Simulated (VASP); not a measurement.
TiC, 2 atoms in the cell. Symmetry: Fm-3m, No. 225, cubic system. Conventional cell: a = 4.116 Å, b = 4.116 Å, c = 4.116 Å, α = 90.00°, β = 90.00°, γ = 90.00°. Within 2.7 Å of Ti (site symmetry m-3m) lie 6 C at 2.06 Å. Within 2.7 Å of C (site symmetry m-3m) lie 6 Ti at 2.06 Å.  This cell differs from its parent crystal: strain -0.050 along x and y, -0.050 along z.

* Program: VASP 6.6.1
* Task: single point
* Functional: PBE
* Potentials or basis: VASP PAW PBE potentials, release 64 (Ti_sv, C)
* Cutoff: 520 eV
* k mesh: 24 × 24 × 24
* Occupations: gaussian, width 0.15 eV
* Spin: no spin polarisation
* Dipole correction: no
* Further INCAR settings: ALGO = Normal; EDIFF = 1e-06; NBANDS = 15

Potentials or basis: VASP PAW PBE potentials, release 64 (Ti_sv, C).

Run with:

```console
$ cat potpaw_PBE.64/Ti_sv/POTCAR potpaw_PBE.64/C/POTCAR > POTCAR
$ mpirun -np 1 vasp_std > vasp.out
```

Hardware: 1 thread of Intel(R) Xeon(R) Platinum 8488C (Sapphire Rapids), with other jobs on the host.

How long does it take, and how much memory?

Run time: 69 s on 1 thread of Intel(R) Xeon(R) Platinum 8488C (Sapphire Rapids) (shared host), peak memory 0.23 GiB. Counts: scf iterations 13, k points 413.
